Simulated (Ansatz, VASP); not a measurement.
# One calculation of I, two programs

File POSCAR:

```
I
1.0
   -3.0045269499      3.0045269499      1.8100144941
    3.0045269499     -3.0045269499      1.8100144941
    3.0045269499      3.0045269499     -1.8100144941
I
2
Direct
   -0.3750000000     -0.1250000000     -0.2500000000
    0.3750000000      0.1250000000      0.2500000000
```

INCAR.step1

```
PREC     = Accurate       # precision mode
ENCUT    = 520            # plane-wave cutoff, eV
ISMEAR   = -1             # smearing method
SIGMA    = 0.1            # smearing width, eV
LREAL    = F              # projectors in reciprocal space
LASPH    = T              # aspherical terms in the spheres
NELM     = 60             # most SCF steps
NBANDS   = 14             # bands
GGA      = PE             # functional
ALGO     = Normal         # electronic algorithm
EDIFF    = 1E-4           # SCF threshold, eV
LWAVE    = T              # write WAVECAR
LCHARG   = F              # write CHGCAR
```

INCAR.step2

```
PREC     = Accurate       # precision mode
ENCUT    = 520            # plane-wave cutoff, eV
EDIFF    = 1E-6           # SCF threshold, eV
ISMEAR   = -1             # smearing method
SIGMA    = 0.1            # smearing width, eV
LREAL    = F              # projectors in reciprocal space
LASPH    = T              # aspherical terms in the spheres
NELM     = 60             # most SCF steps
ALGO     = Normal         # electronic algorithm
ISIF     = 2              # what is computed and relaxed
LWAVE    = F              # write WAVECAR
LCHARG   = T              # write CHGCAR
METAGGA  = R2SCAN         # meta-GGA
LMIXTAU  = T            
LELF     = T              # ELF
LVHAR    = T            
NBANDS   = 14             # bands
ISTART   = 1
```

File KPOINTS:

```
regular mesh
0
Gamma
  12 12 12
```

Input for Ansatz:

```yaml
crystal:
  lattice:
    - [-3.0045269499, 3.0045269499, 1.8100144941]
    - [3.0045269499, -3.0045269499, 1.8100144941]
    - [3.0045269499, 3.0045269499, -1.8100144941]
  atoms:
    - { symbol: I, position: [-0.375, -0.125, -0.25] }
    - { symbol: I, position: [0.375, 0.125, 0.25] }
kpoints:
  mp_grid: { grid: [12, 12, 12] }
scf:
  occupations: { method: fermi_dirac, width: 0.1 }
  mixing: { preconditioner: none }
hamiltonian:
  xc: r2scan
  pseudopotentials: { kind: paw }
output:
  forces: true
  stress: true
  eigenvalues: true
  populations: true
  write_density: true
  write_potential: true
  elf: true
  volumetric_format: npy
```

Alike in both runs: task single point; functional r2SCAN; k mesh 12 × 12 × 12; occupations fermi-dirac, width 0.1 eV; no spin polarisation.

|  | VASP | Ansatz |
| --- | --- | --- |
| version | VASP 6.6.1 | Ansatz 0.2.0 |
| potentials or method | VASP PAW PBE potentials, release 64 (I) | PAW with Ansatz's default frozen-core files, scalar-relativistic |
| plane-wave cutoff (eV) | 520 | 500 |
| valence electrons in the cell | 14 | 34 |

|  | VASP | Ansatz | Ansatz less VASP |
| --- | --- | --- | --- |
| gap on the k mesh at the Fermi level (eV) | none | none | - |
| pressure (GPa) | 9.0 | 9.1 | +0.05 |
| traceless stress, the component that is largest in VASP (GPa) | 0.34 | 0.32 | -0.020 |

VASP's potentials were made for PBE, not for r2SCAN. A gap of «none» marks a metal or a gap that the smearing closes. VASP's potentials hold 14 valence electrons a cell and Ansatz's 34, so a difference there can come from the potentials and not from the codes.

Spin-orbit coupling is off throughout.
